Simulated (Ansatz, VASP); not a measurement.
## Two plane-wave programs on AlRu

The input INCAR:

```
ALGO = Normal
EDIFF = 1E-6
EDIFFG = -0.002
ENCUT = 600
GGA = CA
IBRION = 2
ISIF = 3
ISMEAR = -1
LASPH = True
LCHARG = False
LREAL = False
LWAVE = False
NELM = 60
NSW = 100
PREC = Accurate
SIGMA = 0.05
```

KPOINTS

```
k-points
0
Gamma
  12 12 12
```

Contents of POSCAR:

```
AlRu
1.0
    2.9916000000      0.0000000000      0.0000000000
    0.0000000000      2.9916000000      0.0000000000
    0.0000000000      0.0000000000      2.9916000000
Al Ru
1 1
Direct
    0.0000000000      0.0000000000      0.0000000000
    0.5000000000      0.5000000000      0.5000000000
```

Input for Ansatz:

```yaml
crystal:
  lattice:
    - [2.9916, 0.0, 0.0]
    - [0.0, 2.9916, 0.0]
    - [0.0, 0.0, 2.9916]
  atoms:
    - { symbol: Al, position: [0.0, 0.0, 0.0] }
    - { symbol: Ru, position: [0.5, 0.5, 0.5] }
kpoints:
  mp_grid: { grid: [12, 12, 12] }
scf:
  occupations: { method: fermi_dirac, width: 0.05 }
hamiltonian:
  xc: lda
  pseudopotentials: { kind: paw }
relax:
  f_tol: 0.002
  max_steps: 80
  cell: {}
output:
  forces: true
  stress: true
```

Alike in both runs: task relaxation of cell and atoms; functional LDA; k mesh 12 × 12 × 12; occupations fermi-dirac, width 0.05 eV; no spin polarisation.

```csv
,VASP,Ansatz
version,VASP 6.6.1,Ansatz 0.2.0
potentials or method,"VASP PAW LDA potentials, release 64 (Al, Ru_pv)","PAW with Ansatz's default frozen-core files, scalar-relativistic"
plane-wave cutoff (eV),600,420
valence electrons in the cell,17,19
```

Ansatz gave:

```
relaxed volume (Å³/atom)                                     : 12.88
relaxed cell length with the largest relative difference (Å) : 2.953
```

Task: What did VASP give for the same quantities?

Result: Relaxed volume (Å³/atom): 12.91; relaxed cell length with the largest relative difference (Å): 2.956.

LDA's correlation is that of Perdew and Zunger in VASP and of Perdew and Wang (1992) in Ansatz. VASP's potentials hold 17 valence electrons a cell and Ansatz's 19, so a difference there can come from the potentials and not from the codes.
